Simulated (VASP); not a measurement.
A run of VASP 6.6.1:

INCAR

```
SYSTEM = Au
PREC = Accurate
ENCUT = 520
EDIFF = 1E-6
ISMEAR = 0
SIGMA = 0.15
LREAL = .FALSE.
LASPH = .TRUE.
NELM = 100
ALGO = Fast
ISIF = 2
LWAVE = .FALSE.
LCHARG = .FALSE.
GGA = PS
NBANDS = 12
```

The input KPOINTS:

```
Automatic mesh
0
G
  22 22 22
  0 0 0
```

The input POSCAR:

```
Au
1.0
    0.0000000000      1.8742104990      2.4364736487
    1.8742104990      0.0000000000      2.4364736487
    1.8742104990      1.8742104990      0.0000000000
Au
1
Direct
    0.0000000000      0.0000000000      0.0000000000
```

Potentials or basis: VASP PAW PBE potentials, release 64 (Au).

The run is started by

```console
$ cat potpaw_PBE.64/Au/POTCAR > POTCAR
$ mpirun -np 1 vasp_std > vasp.out
```

Hardware: 1 thread of AMD EPYC 9R45 96-Core Processor (Zen 5) (shared host).

Q: Estimate the wall time of this run.

A: Run time: 76 s on 1 thread of AMD EPYC 9R45 96-Core Processor (Zen 5), on a shared host, peak memory 0.24 GiB. Counts: scf iterations 12, k points 834.
